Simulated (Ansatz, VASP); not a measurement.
**Mg2CdTe3 in VASP and in Ansatz**

```
CELL_PARAMETERS angstrom
4.59284 -0.03139 -0.00656
-2.32360 4.03999 -0.02619
-0.03206 -0.16624 23.04876
ATOMIC_POSITIONS crystal
Mg 0.34979 0.67842 0.50033
Mg 0.31423 0.66037 0.99711
Mg 0.65489 0.33285 0.34000
Mg 0.65299 0.31896 0.83298
Cd 0.01037 0.01408 0.16799
Cd 0.00889 0.99600 0.66547
Te 0.01968 0.01768 0.03785
Te 0.00049 0.99204 0.53830
Te 0.67297 0.35412 0.21296
Te 0.67006 0.32798 0.70650
Te 0.32069 0.64530 0.37446
Te 0.32494 0.66220 0.87604
```

Change from the starting cell: cell x2, atoms moved at random (sigma 0.05 Å) and cell strained at random (1.5 %), then relaxed without symmetry.

Alike in both runs: task relaxation of cell and atoms; functional PBE; k mesh 3 × 3 × 1; occupations gaussian, width 0.1 eV; no spin polarisation.

```csv
,VASP,Ansatz
version,VASP 6.6.1,Ansatz 0.2.0
potentials or method,"VASP PAW PBE potentials, release 64 (Mg, Cd, Te), cutoff 600 eV","scalar-relativistic, plane waves, PAW"
valence electrons in the cell,68,176
```

VASP gave:

```
gap on the k mesh at the Fermi level, each at its own relaxed structure (eV) : 1.42
relaxed volume (Å³/atom)                                                     : 35.31
relaxed cell length with the largest relative difference (Å)                 : 22.397
```

Estimate Ansatz's values.

gap on the k mesh at the Fermi level, each at its own relaxed structure (eV): 1.43; relaxed volume (Å³/atom): 35.31; relaxed cell length with the largest relative difference (Å): 22.392.

VASP's potentials hold 68 valence electrons a cell and Ansatz's 176, so a difference there can come from the potentials and not from the codes.

The k mesh is coarse, so the values compare programs but aren't converged. Neither program's run includes spin-orbit coupling.
